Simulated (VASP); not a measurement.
# Pb2S2Br (I4/mmm) in VASP: single point with BLYP

Aim: the single point of Pb2S2Br with BLYP.

Everything below comes from runs of VASP 6.6.1. Logs are shortened: lines on timing, memory, paths and dates and some standing lists are left out, and cuts for length are marked.

## 1. The cell of the first run

The structure is tetragonal, space group I4/mmm (No. 139). Conventional cell: a = 4.296 Å, b = 4.296 Å, c = 14.285 Å, α = 90.00°, β = 90.00°, γ = 90.00°. Pb (site symmetry 4mm) has 4 S at 2.58 Å within 3.4 Å. Within 3.4 Å of S (site symmetry -4m2) lie 4 Pb at 2.58 Å and 4 S at 3.04 Å. Br (site symmetry 4/mmm) has 10 Pb at 3.72 to 5.00 Å and 8 S at 4.17 Å and 4 Br at 4.30 Å within 5.0 Å.

## 2. Single point, BLYP

INCAR reads:

```
AGGAC = 1.0
AGGAX = 1.0
ALDAC = 0.0
ALDAX = 1.0
ALGO = Normal
EDIFF = 1E-6
ENCUT = 500
GGA = B5
GGA_COMPAT = False
ISIF = 2
ISMEAR = 1
ISYM = -1
LASPH = True
LCHARG = False
LREAL = False
LWAVE = False
NBANDS = 32
NELM = 120
PREC = Accurate
SIGMA = 0.028
```

KPOINTS reads:

```
explicit points
63
Reciprocal
  0.10000000   0.10000000   0.10000000 2
  0.10000000   0.10000000   0.30000000 2
  0.10000000   0.10000000   0.50000000 2
  0.10000000   0.10000000   0.70000000 2
  0.10000000   0.10000000   0.90000000 2
  0.10000000   0.30000000   0.10000000 2
  0.10000000   0.30000000   0.30000000 2
  0.10000000   0.30000000   0.50000000 2
  0.10000000   0.30000000   0.70000000 2
  0.10000000   0.30000000   0.90000000 2
  0.10000000   0.50000000   0.10000000 2
  0.10000000   0.50000000   0.30000000 2
  0.10000000   0.50000000   0.50000000 2
  0.10000000   0.50000000   0.70000000 2
  0.10000000   0.50000000   0.90000000 2
  0.10000000   0.70000000   0.10000000 2
  0.10000000   0.70000000   0.30000000 2
  0.10000000   0.70000000   0.50000000 2
  0.10000000   0.70000000   0.70000000 2
  0.10000000   0.70000000   0.90000000 2
  0.10000000   0.90000000   0.10000000 2
  0.10000000   0.90000000   0.30000000 2
  0.10000000   0.90000000   0.50000000 2
  0.10000000   0.90000000   0.70000000 2
  0.10000000   0.90000000   0.90000000 2
  0.30000000   0.10000000   0.10000000 2
  0.30000000   0.10000000   0.30000000 2
  0.30000000   0.10000000   0.50000000 2
  0.30000000   0.10000000   0.70000000 2
  0.30000000   0.10000000   0.90000000 2
  0.30000000   0.30000000   0.10000000 2
  0.30000000   0.30000000   0.30000000 2
  0.30000000   0.30000000   0.50000000 2
  0.30000000   0.30000000   0.70000000 2
  0.30000000   0.30000000   0.90000000 2
  0.30000000   0.50000000   0.10000000 2
  0.30000000   0.50000000   0.30000000 2
  0.30000000   0.50000000   0.50000000 2
  0.30000000   0.50000000   0.70000000 2
  0.30000000   0.50000000   0.90000000 2
  0.30000000   0.70000000   0.10000000 2
  0.30000000   0.70000000   0.30000000 2
  0.30000000   0.70000000   0.50000000 2
  0.30000000   0.70000000   0.70000000 2
  0.30000000   0.70000000   0.90000000 2
  0.30000000   0.90000000   0.10000000 2
  0.30000000   0.90000000   0.30000000 2
  0.30000000   0.90000000   0.50000000 2
  0.30000000   0.90000000   0.70000000 2
  0.30000000   0.90000000   0.90000000 2
  0.50000000   0.10000000   0.10000000 2
  0.50000000   0.10000000   0.30000000 2
  0.50000000   0.10000000   0.50000000 2
  0.50000000   0.10000000   0.70000000 2
  0.50000000   0.10000000   0.90000000 2
  0.50000000   0.30000000   0.10000000 2
  0.50000000   0.30000000   0.30000000 2
  0.50000000   0.30000000   0.50000000 2
  0.50000000   0.30000000   0.70000000 2
  0.50000000   0.30000000   0.90000000 2
  0.50000000   0.50000000   0.10000000 2
  0.50000000   0.50000000   0.30000000 2
  0.50000000   0.50000000   0.50000000 1
```

POSCAR reads:

```
Pb2S2Br
1.0
    0.0000000000      4.2964710000      0.0000000000
    4.2964710000      0.0000000000      0.0000000000
    2.1482350000      2.1482350000     -7.1424710000
Pb S Br
2 2 1
Direct
    0.1500000000      0.1500000000      0.7000000000
    0.8500000000      0.8500000000      0.3000000000
    0.7500000000      0.2500000000      0.5000000000
    0.2500000000      0.7500000000      0.5000000000
    0.5000000000      0.5000000000      0.0000000000
```

Potentials or basis: VASP PAW PBE potentials, release 64 (Pb_d, S, Br).

Run with:

```console
cat potpaw_PBE.64/Pb_d/POTCAR potpaw_PBE.64/S/POTCAR potpaw_PBE.64/Br/POTCAR > POTCAR
mpirun -np 1 vasp_std > vasp.out
```

OUTCAR:

```text
EDIFF = 1E-6
   ENCUT = 500
   GGA = B5
   ISIF = 2
   ISMEAR = 1
   ISYM = -1
   LASPH = True
   LREAL = False
   NELM = 120
   PREC = Accurate

 ion  position               nearest neighbor table
   1  0.150  0.150  0.700-   3 2.58   4 2.58   3 2.58   4 2.58
   2  0.850  0.850  0.300-   3 2.58   4 2.58   3 2.58   4 2.58
   3  0.750  0.250  0.500-   1 2.58   2 2.58   2 2.58   1 2.58
   4  0.250  0.750  0.500-   1 2.58   2 2.58   2 2.58   1 2.58
   5  0.500  0.500  0.000-

IMPORTANT INFORMATION: All symmetrisations will be switched off!
NOSYMM: (Re-)initialisation of all symmetry stuff for point group C_1.

----------------------------------------------------------------------------------------

                                     Primitive cell

  volume of cell :     131.8476

  direct lattice vectors                    reciprocal lattice vectors
     0.000000000  4.296471000  0.000000000     0.000000000  0.232749156  0.070003768
     4.296471000  0.000000000  0.000000000     0.232749156  0.000000000  0.070003768
     2.148235000  2.148235000 -7.142471000     0.000000000  0.000000000 -0.140007569

  length of vectors
     4.296471000  4.296471000  7.761747175     0.243048755  0.243048755  0.140007569

  position of ions in fractional coordinates (direct lattice)
     0.150000000  0.150000000  0.700000000
     0.850000000  0.850000000  0.300000000
     0.750000000  0.250000000  0.500000000
     0.250000000  0.750000000  0.500000000
     0.500000000  0.500000000  0.000000000

  ion indices of the primitive-cell ions
   primitive index   ion index
                 1           1
                 2           2
                 3           3
                 4           4
                 5           5

----------------------------------------------------------------------------------------

 KPOINTS: explicit points

Read explicit list of k-points.

 Found     63 k-points:

 Following reciprocal coordinates:
            Coordinates               Weight
  0.100000  0.100000  0.100000      0.016000
  0.100000  0.100000  0.300000      0.016000
  0.100000  0.100000  0.500000      0.016000
  0.100000  0.100000  0.700000      0.016000
  0.100000  0.100000  0.900000      0.016000
  0.100000  0.300000  0.100000      0.016000
[... 16 lines left out ...]
  0.100000  0.900000  0.500000      0.016000
  0.100000  0.900000  0.700000      0.016000
 [... further k-points ...]
   k-points           NKPTS =     63   k-points in BZ     NKDIM =     63   number of bands    NBANDS=     32
   number of dos      NEDOS =    301   number of ions     NIONS =      5
   total plane-waves  NPLWV =  61440
   dimension x,y,z NGX =    32 NGY =   32 NGZ =   60
   dimension x,y,z NGXF=    64 NGYF=   64 NGZF=  120
   ions per type =               2   2   1
   NGX,Y,Z   is equivalent  to a cutoff of  12.38, 12.38, 12.85 a.u.
   NGXF,Y,Z  is equivalent  to a cutoff of  24.76, 24.76, 25.70 a.u.
 SYSTEM =  unknown system
   PREC   = accura    normal or accurate (medium, high low for compatibility)
   ISTART =      0    job   : 0-new  1-cont  2-samecut
   ICHARG =      2    charge: 1-file 2-atom 10-const
   ISPIN  =      1    spin polarized calculation?
   LNONCOLLINEAR =      F non collinear calculations
   LSORBIT =      F    spin-orbit coupling
   LASPH  =      T    aspherical Exc in radial PAW
   ENCUT  =  500.0 eV  36.75 Ry    6.06 a.u.   7.83  7.83 14.15*2*pi/ulx,y,z
   NELM   =    120;   NELMIN=  2; NELMDL= -5     # of ELM steps
   EDIFF  = 0.1E-05   stopping-criterion for ELM
   LREAL  =      F    real-space projection
   EDIFFG = 0.1E-04   stopping-criterion for IOM
   NSW    =      0    number of steps for IOM
   IBRION =     -1    ionic relax: 0-MD 1-quasi-New 2-CG
   NFREE  =      0    steps in history (QN), initial steepest desc. (CG)
   ISIF   =      2    stress and relaxation
   ISYM   =     -1    0-nonsym 1-usesym 2-fastsym
   POTIM  = 0.5000    time-step for ionic-motion
   TEBEG  =    0.0;   TEEND  =   0.0 temperature during run
   PSTRESS=    0.0 pullay stress
   NELECT =      47.0000    total number of electrons
   NUPDOWN=      -1.0000    fix difference up-down
   EMIN   =  10.00;   EMAX   =-10.00  energy-range for DOS
   EFERMI =   0.00;   METHOD = LEGACY
   ISMEAR =     1;   SIGMA  =   0.03  broadening in eV -4-tet -1-fermi 0-gaus
   EFERMI_NEDOS =   21; number of points for ismear=-14 and -15
   IALGO  =     38    algorithm
   IMIX   =      4    mixing-type and parameters
     AMIX     =   0.40;   BMIX     =  1.00
     AMIX_MAG =   1.60;   BMIX_MAG =  1.00
  volume/ion in A,a.u.               =      26.37       177.95
  Fermi-wavevector in a.u.,A,eV,Ry     =   1.160780  2.193557 18.332639  1.347411
  Thomas-Fermi vector in A             =   2.297359
   LORBIT       =      0    0 simple, 1 ext, 2 COOP (PROOUT), +10 PAW based schemes
   GGA     = B5    functional components
   LHFCALC =     F    Hartree Fock is set to
   AEXX    =    0.0000 exact exchange contribution
   IVDW    =     0    specifies the selected vdW correction
   LEPSILON=     F    determine dielectric tensor
   LRPA    =     F    only Hartree local field effects (RPA)
 non-spin polarized calculation
 Methfessel and Paxton  Order N= 1 SIGMA  =   0.03
  energy-cutoff  :      500.00
  volume of cell :      131.85
 maximum number of plane-waves:      3365
 NGX is ok and might be reduce to    32
   NGX = 15   NGY = 15   NGZ = 29

 number of electron      47.0000003 magnetization

 Free energy of the ion-electron system (eV)
  ---------------------------------------------------
  ext. energy  EPLUGINS =         0.00000000
  ---------------------------------------------------
  free energy    TOTEN  =       -14.44131212 eV

  energy without entropy =      -14.44092575  energy(sigma->0) =      -14.44118333

 E-fermi :   4.4605     XC(G=0):  -8.8295

 val. band max:        4.4549395915   @ k =   0.1000   0.1000   0.9000
 cond. band min:       4.4643316213   @ k =   0.1000   0.7000   0.7000
 fundamental gap:      0.0093920299
 Fermi energy:         4.4605018558

 k-point     1 :       0.1000    0.1000    0.1000
  band No.  band energies     occupation
      1     -11.8293      2.00000
      2     -11.5944      2.00000
      3     -11.5887      2.00000
      4     -11.5859      2.00000
      5     -11.5696      2.00000
      6     -11.5038      2.00000
[... 24 lines left out ...]
     31      11.9702      0.00000
     32      12.2513      0.00000

 k-point     2 :       0.1000    0.1000    0.3000
  band No.  band energies     occupation
      1     -11.8296      2.00000
      2     -11.5942      2.00000
      3     -11.5901      2.00000
      4     -11.5877      2.00000
      5     -11.5680      2.00000
      6     -11.5023      2.00000
[... 24 lines left out ...]
     31      12.0806      0.00000
     32      12.2570      0.00000

 k-point     3 :       0.1000    0.1000    0.5000
  band No.  band energies     occupation
      1     -11.8300      2.00000
      2     -11.5939      2.00000
      3     -11.5923      2.00000
      4     -11.5902      2.00000
      5     -11.5658      2.00000
      6     -11.4998      2.00000
[... 24 lines left out ...]
     31      12.2153      0.00000
     32      12.4368      0.00000

 k-point     4 :       0.1000    0.1000    0.7000
  band No.  band energies     occupation
      1     -11.8300      2.00000
      2     -11.5939      2.00000
      3     -11.5923      2.00000
      4     -11.5902      2.00000
      5     -11.5658      2.00000
      6     -11.4998      2.00000
[... 24 lines left out ...]
     31      12.2153      0.00000
     32      12.4367      0.00000

 k-point     5 :       0.1000    0.1000    0.9000
  band No.  band energies     occupation
      1     -11.8296      2.00000
      2     -11.5942      2.00000
      3     -11.5901      2.00000
      4     -11.5877      2.00000
      5     -11.5680      2.00000
      6     -11.5023      2.00000
[... 584 lines left out ...]
     31      11.9971      0.00000
     32      12.2520      0.00000

 k-point    22 :       0.1000    0.9000    0.3000
  band No.  band energies     occupation
      1     -11.8298      2.00000
      2     -11.5941      2.00000
      3     -11.5911      2.00000
      4     -11.5894      2.00000
      5     -11.5669      2.00000
      6     -11.5007      2.00000
[... 24 lines left out ...]
     31      12.1850      0.00000
     32      12.3018      0.00000

 k-point    23 :       0.1000    0.9000    0.5000
  band No.  band energies     occupation
      1     -11.8300      2.00000
      2     -11.5939      2.00000
      3     -11.5925      2.00000
      4     -11.5908      2.00000
      5     -11.5657      2.00000
      6     -11.4993      2.00000
[... 24 lines left out ...]
     31      12.2191      0.00000
     32      12.4974      0.00000

 k-point    24 :       0.1000    0.9000    0.7000
  band No.  band energies     occupation
      1     -11.8298      2.00000
      2     -11.5941      2.00000
      3     -11.5911      2.00000
      4     -11.5894      2.00000
      5     -11.5669      2.00000
      6     -11.5007      2.00000
[... 24 lines left out ...]
     31      12.1849      0.00000
     32      12.3016      0.00000

 [... further k-points ...]

------------------------ aborting loop because EDIFF is reached ----------------------------------------

  FORCE on cell =-STRESS in cart. coord.  units (eV):
  Direction    XX          YY          ZZ          XY          YZ          ZX
  --------------------------------------------------------------------------------------
  -------------------------------------------------------------------------------------
  Total       16.2786232     16.2786122     10.9918265      0.0174534      0.0002624      0.0002674
  in kB      197.8135320    197.8133986    133.5697738      0.2120893      0.0031889      0.0032498
  external PRESSURE =     176.3989015 kB  Pullay stress =       0.0000000 kB

 VOLUME and BASIS-vectors are now :
 -----------------------------------------------------------------------------
  energy-cutoff  :      500.00
  volume of cell :      131.85
      direct lattice vectors                 reciprocal lattice vectors
     0.000000000  4.296471000  0.000000000     0.000000000  0.232749156  0.070003768
     4.296471000  0.000000000  0.000000000     0.232749156  0.000000000  0.070003768
     2.148235000  2.148235000 -7.142471000     0.000000000  0.000000000 -0.140007569

 POSITION                                       TOTAL-FORCE (eV/Angst)
 -----------------------------------------------------------------------------------
      2.14824      2.14824     -4.99973        -0.000064     -0.000065     -3.769301
      4.29647      4.29647     -2.14274         0.000063      0.000064      3.769300
      2.14824      4.29647     -3.57124        -0.000004      0.000005      0.000001
      4.29647      2.14824     -3.57124         0.000005     -0.000004     -0.000001
      2.14824      2.14824      0.00000        -0.000000     -0.000000      0.000001
 -----------------------------------------------------------------------------------
    total drift:                                0.000002      0.000002     -0.000005

  FREE ENERGIE OF THE ION-ELECTRON SYSTEM (eV)
  ---------------------------------------------------
  free  energy   TOTEN  =       -14.4413121206 eV

  energy  without entropy=      -14.4409257499  energy(sigma->0) =      -14.44118333
```

Run time: 5.8 min. Hardware: 1 thread of AMD EPYC 7R43 (Zen 3), shared host; peak memory 0.34 GiB.

What came out:

```
Free energy            : -14.4413 eV
Pressure               : 17.6 GPa
Largest force          : 3.769 eV/Å
Band gap on the k mesh : zero (an odd number of electrons rules out a gap without spin polarisation)
```

Forces in eV/Å, atoms in the order of the input:
```
Pb   0.000  0.000 -3.769
Pb   0.000  0.000  3.769
S    0.000  0.000  0.000
S    0.000  0.000  0.000
Br   0.000  0.000  0.000
```

Caveat: the stress differs along the axes, from 13 to 20 GPa; the PAW data sets were made with another functional, which shifts forces and pressure a little; spin-orbit coupling is left out, which moves the levels of the heavy elements; an odd number of electrons without spin polarisation forces a metal; a magnetic or distorted state may lie lower.
